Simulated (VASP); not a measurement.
# Li3In: vibrations by perturbation theory with LDA

The system is Li3In.

```
Li In
1.0
    -2.08073    2.08073    4.22808
     2.08073   -2.08073    4.22808
     2.08073    2.08073   -4.22808
Li In
3 1
Cartesian
  0.0000 2.0807 2.1140
  2.0807 0.0000 2.1140
  0.0000 0.0000 4.2281
  0.0000 0.0000 0.0000
```

| Item | Value |
| --- | --- |
| Program | VASP 6.6.1 |
| Task | vibrations by perturbation theory |
| Functional | LDA |
| Potentials or basis | VASP PAW LDA potentials, release 64 (Li_sv, In_d) |
| Cutoff | 520 eV |
| k mesh | 9 × 9 × 9 |
| Occupations | fermi-dirac, width 0.15 eV |
| Spin | no spin polarisation |
| Dipole correction | no |
| Further INCAR settings | ALGO = Normal; EDIFF = 1e-08; IBRION = 8; NSW = 1 |

The highest phonon frequency at Γ is 346 cm⁻¹.

Phonon frequencies in cm⁻¹ (negative: imaginary):
| q point | frequencies |
| --- | --- |
| (0.000, 0.000, 0.000) | -3 -3 -2 145 189 189 271 317 317 326 326 346 |

Wall time 17 min on 1 thread of Intel(R) Xeon(R) 6975P-C (Granite Rapids) (shared host), peak memory 0.6 GiB.

Caveat: the cell stands under pressure or tension, which shifts response properties.
